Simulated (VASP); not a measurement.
# CuI (F-43m) in VASP: a series of runs

CuI is run at these levels: PBE; tasks: single point.

All numbers are computed with VASP 6.6.1; they aren't measurements. Logs are shortened: lines on timing, memory, paths and dates and some standing lists are left out, and cuts for length are marked.

### 1 The cell of the first run

The structure is cubic, space group F-43m (No. 216). The conventional cell has a = 5.981 Å, b = 5.981 Å, c = 5.981 Å, α = 90.00°, β = 90.00°, γ = 90.00°. Cu (site symmetry -43m) has 4 I at 2.59 Å within 3.4 Å. Within 3.4 Å of I (site symmetry -43m) lie 4 Cu at 2.59 Å.

### 2 Single point, PBE (26.75 Å³/atom)

The input, INCAR:

```
SYSTEM = CuI
PREC = Accurate
ENCUT = 520
EDIFF = 1E-7
ISMEAR = -1
SIGMA = 0.03
LREAL = .FALSE.
LASPH = .TRUE.
NELM = 100
ALGO = Normal
ISIF = 2
LWAVE = .FALSE.
LCHARG = .FALSE.
GGA = PE
NBANDS = 16
```

The input, KPOINTS:

```
Automatic mesh
0
G
  9 9 9
  0 0 0
```

The input, POSCAR:

```
CuI
1.0
    0.0000000000      2.9905287613      2.9905287613
    2.9905287613      0.0000000000      2.9905287613
    2.9905287613      2.9905287613      0.0000000000
Cu I
1 1
Direct
    0.7500000000      0.7500000000      0.7500000000
    0.0000000000      0.0000000000      0.0000000000
```

Potentials or basis: VASP PAW PBE potentials, release 64 (Cu, I).

Run with:

```
$ cat potpaw_PBE.64/Cu/POTCAR potpaw_PBE.64/I/POTCAR > POTCAR
$ mpirun -np 1 vasp_std > vasp.out
```

OUTCAR:

```text
SYSTEM = CuI
   PREC = Accurate
   ENCUT = 520
   EDIFF = 1E-7
   ISMEAR = -1
   LREAL = .FALSE.
   LASPH = .TRUE.
   NELM = 100
   ISIF = 2
   GGA = PE

 ion  position               nearest neighbor table
   1  0.750  0.750  0.750-   2 2.59   2 2.59   2 2.59   2 2.59
   2  0.000  0.000  0.000-   1 2.59   1 2.59   1 2.59   1 2.59

  LATTYP: Found a face centered cubic cell.
 ALAT       =     5.9810575226

  Lattice vectors:

 A1 = (   0.0000000000,   2.9905287613,   2.9905287613)
 A2 = (   2.9905287613,   0.0000000000,   2.9905287613)
 A3 = (   2.9905287613,   2.9905287613,   0.0000000000)

Analysis of symmetry for initial positions (statically):
=====================================================================
 Subroutine PRICEL returns:
 Original cell was already a primitive cell.

 Routine SETGRP: Setting up the symmetry group for a
 face centered cubic supercell.

 Subroutine GETGRP returns: Found 24 space group operations
 (whereof 24 operations were pure point group operations)
 out of a pool of 48 trial point group operations.

The static configuration has the point symmetry T_d .

Analysis of symmetry for dynamics (positions and initial velocities):
=====================================================================
 Subroutine PRICEL returns:
 Original cell was already a primitive cell.

 Routine SETGRP: Setting up the symmetry group for a
 face centered cubic supercell.

 Subroutine GETGRP returns: Found 24 space group operations
 (whereof 24 operations were pure point group operations)
 out of a pool of 48 trial point group operations.

The dynamic configuration has the point symmetry T_d .

 Subroutine INISYM returns: Found 24 space group operations
 (whereof 24 operations are pure point group operations),
 and found     1 'primitive' translations

----------------------------------------------------------------------------------------

                                     Primitive cell

  volume of cell :      53.4902

  direct lattice vectors                    reciprocal lattice vectors
     0.000000000  2.990528761  2.990528761    -0.167194513  0.167194513  0.167194513
     2.990528761  0.000000000  2.990528761     0.167194513 -0.167194513  0.167194513
     2.990528761  2.990528761  0.000000000     0.167194513  0.167194513 -0.167194513

  length of vectors
     4.229246333  4.229246333  4.229246333     0.289589391  0.289589391  0.289589391

  position of ions in fractional coordinates (direct lattice)
     0.750000000  0.750000000  0.750000000
     0.000000000  0.000000000  0.000000000

  ion indices of the primitive-cell ions
   primitive index   ion index
                 1           1
                 2           2

----------------------------------------------------------------------------------------

 KPOINTS: Automatic mesh

Automatic generation of k-mesh.
 Grid dimensions read from file:
 generate k-points for:    9    9    9

 Generating k-lattice:

  Cartesian coordinates                     Fractional coordinates (reciprocal lattice)
    -0.018577168  0.018577168  0.018577168     0.111111111  0.000000000  0.000000000
     0.018577168 -0.018577168  0.018577168     0.000000000  0.111111111  0.000000000
     0.018577168  0.018577168 -0.018577168     0.000000000  0.000000000  0.111111111

  Length of vectors
     0.032176599  0.032176599  0.032176599

  Shift w.r.t. Gamma in fractional coordinates (k-lattice)
     0.000000000  0.000000000  0.000000000

 Subroutine IBZKPT returns following result:
 ===========================================

 Found     35 irreducible k-points:

 Following reciprocal coordinates:
            Coordinates               Weight
  0.000000  0.000000  0.000000      1.000000
  0.111111  0.000000  0.000000      8.000000
  0.222222  0.000000  0.000000      8.000000
  0.333333  0.000000  0.000000      8.000000
  0.444444  0.000000  0.000000      8.000000
  0.111111  0.111111  0.000000      6.000000
[... 16 lines left out ...]
 -0.333333  0.333333  0.000000     12.000000
  0.444444  0.444444  0.000000      6.000000
 [... further k-points ...]
   k-points           NKPTS =     35   k-points in BZ     NKDIM =     35   number of bands    NBANDS=     16
   number of dos      NEDOS =    301   number of ions     NIONS =      2
   total plane-waves  NPLWV =  32768
   dimension x,y,z NGX =    32 NGY =   32 NGZ =   32
   dimension x,y,z NGXF=    64 NGYF=   64 NGZF=   64
   ions per type =               1   1
   NGX,Y,Z   is equivalent  to a cutoff of  12.58, 12.58, 12.58 a.u.
   NGXF,Y,Z  is equivalent  to a cutoff of  25.16, 25.16, 25.16 a.u.
 SYSTEM =  CuI
   PREC   = accura    normal or accurate (medium, high low for compatibility)
   ISTART =      0    job   : 0-new  1-cont  2-samecut
   ICHARG =      2    charge: 1-file 2-atom 10-const
   ISPIN  =      1    spin polarized calculation?
   LNONCOLLINEAR =      F non collinear calculations
   LSORBIT =      F    spin-orbit coupling
   LASPH  =      T    aspherical Exc in radial PAW
   ENCUT  =  520.0 eV  38.22 Ry    6.18 a.u.   7.86  7.86  7.86*2*pi/ulx,y,z
   NELM   =    100;   NELMIN=  2; NELMDL= -5     # of ELM steps
   EDIFF  = 0.1E-06   stopping-criterion for ELM
   LREAL  =      F    real-space projection
   EDIFFG = 0.1E-05   stopping-criterion for IOM
   NSW    =      0    number of steps for IOM
   IBRION =     -1    ionic relax: 0-MD 1-quasi-New 2-CG
   NFREE  =      0    steps in history (QN), initial steepest desc. (CG)
   ISIF   =      2    stress and relaxation
   ISYM   =      2    0-nonsym 1-usesym 2-fastsym
   POTIM  = 0.5000    time-step for ionic-motion
   TEBEG  =    0.0;   TEEND  =   0.0 temperature during run
   PSTRESS=    0.0 pullay stress
   NELECT =      18.0000    total number of electrons
   NUPDOWN=      -1.0000    fix difference up-down
   EMIN   =  10.00;   EMAX   =-10.00  energy-range for DOS
   EFERMI =   0.00;   METHOD = LEGACY
   ISMEAR =    -1;   SIGMA  =   0.03  broadening in eV -4-tet -1-fermi 0-gaus
   EFERMI_NEDOS =   21; number of points for ismear=-14 and -15
   IALGO  =     38    algorithm
   IMIX   =      4    mixing-type and parameters
     AMIX     =   0.40;   BMIX     =  1.00
     AMIX_MAG =   1.60;   BMIX_MAG =  1.00
  volume/ion in A,a.u.               =      26.75       180.48
  Fermi-wavevector in a.u.,A,eV,Ry     =   1.138696  2.151823 17.641694  1.296628
  Thomas-Fermi vector in A             =   2.275400
   LORBIT       =      0    0 simple, 1 ext, 2 COOP (PROOUT), +10 PAW based schemes
   GGA     = PE    functional components
   LHFCALC =     F    Hartree Fock is set to
   AEXX    =    0.0000 exact exchange contribution
   IVDW    =     0    specifies the selected vdW correction
   LEPSILON=     F    determine dielectric tensor
   LRPA    =     F    only Hartree local field effects (RPA)
 non-spin polarized calculation
  energy-cutoff  :      520.00
  volume of cell :       53.49
 maximum number of plane-waves:      1459
   NGX = 15   NGY = 15   NGZ = 15

 number of electron      18.0000007 magnetization

 Free energy of the ion-electron system (eV)
  ---------------------------------------------------
  ext. energy  EPLUGINS =         0.00000000
  ---------------------------------------------------
  free energy    TOTEN  =        -5.54455003 eV

  energy without entropy =       -5.54455003  energy(sigma->0) =       -5.54455003

 E-fermi :   5.4997     XC(G=0):  -9.1276

 val. band max:        4.8801866559   @ k =   0.0000   0.0000   0.0000
 cond. band min:       6.1359804282   @ k =   0.0000   0.0000   0.0000
 fundamental gap:      1.2557937724
 Fermi energy:         5.4997212242

 k-point     1 :       0.0000    0.0000    0.0000
  band No.  band energies     occupation
      1      -9.3494      2.00000
      2       1.0532      2.00000
      3       1.0532      2.00000
      4       1.0532      2.00000
      5       2.8553      2.00000
      6       2.8553      2.00000
[... 8 lines left out ...]
     15      14.5318      0.00000
     16      14.5318      0.00000

 k-point     2 :       0.1111    0.0000    0.0000
  band No.  band energies     occupation
      1      -9.2860      2.00000
      2       0.8163      2.00000
      3       1.0592      2.00000
      4       1.0592      2.00000
      5       2.8496      2.00000
      6       2.8496      2.00000
[... 8 lines left out ...]
     15      13.9170      0.00000
     16      13.9170      0.00000

 k-point     3 :       0.2222    0.0000    0.0000
  band No.  band energies     occupation
      1      -9.1169      2.00000
      2       0.2145      2.00000
      3       1.0721      2.00000
      4       1.0721      2.00000
      5       2.8439      2.00000
      6       2.8439      2.00000
[... 8 lines left out ...]
     15      13.5770      0.00000
     16      13.9323      0.00000

 k-point     4 :       0.3333    0.0000    0.0000
  band No.  band energies     occupation
      1      -8.9070      2.00000
      2      -0.4610      2.00000
      3       1.0821      2.00000
      4       1.0821      2.00000
      5       2.8567      2.00000
      6       2.8567      2.00000
[... 8 lines left out ...]
     15      14.1578      0.00000
     16      14.1578      0.00000

 k-point     5 :       0.4444    0.0000    0.0000
  band No.  band energies     occupation
      1      -8.7576      2.00000
      2      -0.8958      2.00000
      3       1.0857      2.00000
      4       1.0857      2.00000
      5       2.8803      2.00000
      6       2.8803      2.00000
[... 8 lines left out ...]
     15      15.4290      0.00000
     16      15.4290      0.00000

 k-point     6 :       0.1111    0.1111    0.0000
  band No.  band energies     occupation
      1      -9.2649      2.00000
      2       0.7850      2.00000
      3       1.0418      2.00000
      4       1.0418      2.00000
      5       2.8277      2.00000
      6       2.8660      2.00000
[... 8 lines left out ...]
     15      14.1138      0.00000
     16      14.6554      0.00000
[... 267 lines left out ...]
 k-point    21 :       0.4444    0.3333    0.0000
  band No.  band energies     occupation
      1      -8.6302      2.00000
      2      -0.6910      2.00000
      3       0.8305      2.00000
      4       0.9872      2.00000
      5       2.7492      2.00000
      6       2.9274      2.00000
[... 8 lines left out ...]
     15      16.2178      0.00000
     16      17.5825      0.00000

 k-point    22 :      -0.4444    0.3333    0.0000
  band No.  band energies     occupation
      1      -8.5577      2.00000
      2      -0.6631      2.00000
      3       0.4251      2.00000
      4       1.0149      2.00000
      5       2.7395      2.00000
      6       2.8960      2.00000
[... 8 lines left out ...]
     15      15.4954      0.00000
     16      17.8458      0.00000

 k-point    23 :      -0.3333    0.3333    0.0000
  band No.  band energies     occupation
      1      -8.5787      2.00000
      2      -0.4610      2.00000
      3       0.1065      2.00000
      4       1.0567      2.00000
      5       2.7269      2.00000
      6       2.8531      2.00000
[... 8 lines left out ...]
     15      14.2521      0.00000
     16      18.3190      0.00000

 k-point    24 :       0.4444    0.4444    0.0000
  band No.  band energies     occupation
      1      -8.5560      2.00000
      2      -0.8805      2.00000
      3       0.9689      2.00000
      4       0.9689      2.00000
      5       2.7738      2.00000
      6       2.9449      2.00000
[... 8 lines left out ...]
     15      16.1515      0.00000
     16      17.5129      0.00000

 [... further k-points ...]
[... 5 lines left out ...]
  --------------------------------------------------------------------------------------
  -------------------------------------------------------------------------------------
  Total        0.7346607      0.7346607      0.7346607      0.0000000      0.0000000      0.0000000
  in kB       22.0051046     22.0051046     22.0051046      0.0000000      0.0000000      0.0000000
  external PRESSURE =      22.0051046 kB  Pullay stress =       0.0000000 kB

 VOLUME and BASIS-vectors are now :
 -----------------------------------------------------------------------------
  energy-cutoff  :      520.00
  volume of cell :       53.49
      direct lattice vectors                 reciprocal lattice vectors
     0.000000000  2.990528761  2.990528761    -0.167194513  0.167194513  0.167194513
     2.990528761  0.000000000  2.990528761     0.167194513 -0.167194513  0.167194513
     2.990528761  2.990528761  0.000000000     0.167194513  0.167194513 -0.167194513

 POSITION                                       TOTAL-FORCE (eV/Angst)
 -----------------------------------------------------------------------------------
      4.48579      4.48579      4.48579        -0.000000      0.000000      0.000000
      0.00000      0.00000      0.00000         0.000000     -0.000000     -0.000000
 -----------------------------------------------------------------------------------
    total drift:                               -0.000001     -0.000001     -0.000001

  FREE ENERGIE OF THE ION-ELECTRON SYSTEM (eV)
  ---------------------------------------------------
  free  energy   TOTEN  =        -5.5445500272 eV

  energy  without entropy=       -5.5445500272  energy(sigma->0) =       -5.54455003
```

Run time: 21 s. Hardware: 1 thread of Intel Xeon Platinum 8375C at 2.90GHz (Ice Lake), shared host; peak memory 0.19 GiB.

Results:

```
Free energy            : -5.5446 eV
Pressure               : 2.2 GPa
Band gap on the k mesh : 1.26 eV
```

Caveat: spin-orbit coupling is left out, which moves the levels of the heavy elements.

### 3 Single point, PBE (27.30 Å³/atom)

This run uses another cell than the first one, of 27.30 Å³/atom.

The input, INCAR:

```
ALGO     = Normal         # electronic algorithm
EDIFF    = 1E-7           # SCF threshold, eV
ENCUT    = 520            # plane-wave cutoff, eV
GGA      = PE             # functional
ISIF     = 2              # what is computed and relaxed
ISMEAR   = -1             # smearing method
LASPH    = True           # aspherical terms in the spheres
LCHARG   = False          # write CHGCAR
LREAL    = False          # projectors in reciprocal space
LWAVE    = False          # write WAVECAR
NBANDS   = 16             # bands
NELM     = 80             # most SCF steps
PREC     = Accurate       # precision mode
SIGMA    = 0.03           # smearing width, eV
```

The input, KPOINTS:

```
k-points
0
Gamma
  9 9 9
```

The input, POSCAR:

```
CuI
1.0
    0.0000000000      3.0111537494      3.0111537494
    3.0111537494      0.0000000000      3.0111537494
    3.0111537494      3.0111537494      0.0000000000
Cu I
1 1
Direct
    0.7500000000      0.7500000000      0.7500000000
    0.0000000000      0.0000000000      0.0000000000
```

Potentials or basis: VASP PAW PBE potentials, release 64 (Cu, I).

Run with:

```
$ cat potpaw_PBE.64/Cu/POTCAR potpaw_PBE.64/I/POTCAR > POTCAR
$ mpirun -np 1 vasp_std > vasp.out
```

Wall time 21 s (1 thread of Intel Xeon Platinum 8375C at 2.90GHz (Ice Lake), shared host); peak memory 0.19 GiB.

The run converged. Its results:

```
Free energy            : -5.5566 eV
Pressure               : 1.2 GPa
Band gap on the k mesh : 1.20 eV
```

Levels at points of the mesh, in eV from the valence-band top:
```
           k point  band 5  band 6  band 7  band 8  band 9  band 10  band 11  band 12  band 13  band 14
(0.00, 0.00, 0.00)   -1.94   -1.94    0.00    0.00    0.00     1.20     4.85     4.85     4.85     8.21
```

Caveat: spin-orbit coupling is left out, which moves the levels of the heavy elements.

(Part 1 of 2 ends here.)
